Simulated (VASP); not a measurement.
Runs of VASP 6.6.1 on BN. The structure is that of space group P6_3/mmc (No. 194), or close to it. The cells are those of the table. 

```csv
task,level,cell,cutoff (eV),gap on the mesh (eV),pressure (GPa)
single point,PBE+D3(BJ),"a = 2.510, b = 2.510, c = 6.993 Å, angles 90.0, 90.0, 120.0°, 4 atoms",520,4.34,-1.1
single point,PBE+D3(BJ),"a = 2.493, b = 2.493, c = 5.883 Å, angles 90.0, 90.0, 120.0°, 4 atoms",520,4.10,(a)
single point,PBE+D3(BJ),"a = 2.498, b = 2.498, c = 6.636 Å, angles 90.0, 90.0, 120.0°, 4 atoms",520,4.29,2.4
single point,PBE+D3(BJ),"a = 2.511, b = 2.511, c = 7.250 Å, angles 90.0, 90.0, 120.0°, 4 atoms",520,4.39,-1.4
single point,PBE+D3(BJ),"a = 2.508, b = 2.508, c = 6.803 Å, angles 90.0, 90.0, 120.0°, 4 atoms",520,4.30,-0.6
single point,PBE+D3(BJ),"a = 2.501, b = 2.501, c = 6.243 Å, angles 90.0, 90.0, 120.0°, 4 atoms",520,4.15,2.4
relaxation of shape and atoms at fixed volume,PBE+D3(BJ),"relaxed from a = 2.474, b = 2.474, c = 6.176 Å, angles 90.0, 90.0, 120.0°, 4 atoms",600,4.11,3.9
single point,PBE+D3(BJ),"a = 2.504, b = 2.504, c = 6.428 Å, angles 90.0, 90.0, 120.0°, 4 atoms",520,4.20,1.1
single point,PBEsol,"a = 2.506, b = 2.506, c = 6.614 Å, angles 90.0, 90.0, 120.0°, 4 atoms",520,4.16,0.1
single point,PBE+D3(BJ),"a = 2.498, b = 2.498, c = 6.062 Å, angles 90.0, 90.0, 120.0°, 4 atoms",520,4.11,(b)
single point,r2SCAN,"a = 2.506, b = 2.506, c = 6.614 Å, angles 90.0, 90.0, 120.0°, 4 atoms",520,4.86,-0.9
relaxation of shape and atoms at fixed volume,PBE+D3(BJ),"relaxed from a = 2.478, b = 2.478, c = 6.361 Å, angles 90.0, 90.0, 120.0°, 4 atoms",600,4.14,2.0
```

Alike in all rows: potentials or basis VASP PAW PBE potentials, release 64 (B, N); no spin polarisation; k mesh 12 × 12 × 4; smearing gaussian 0.02 eV.

Question: Fill in the values left out.

Answer: (a) 6.6; (b) 4.2.

Caveats: the PAW data sets were made with another functional, which shifts forces and pressure a little (some runs); this functional lacks dispersion, which binds the layers, so the pressure and a relaxed spacing across them are unreliable (some runs).

A k mesh can miss the band edges.
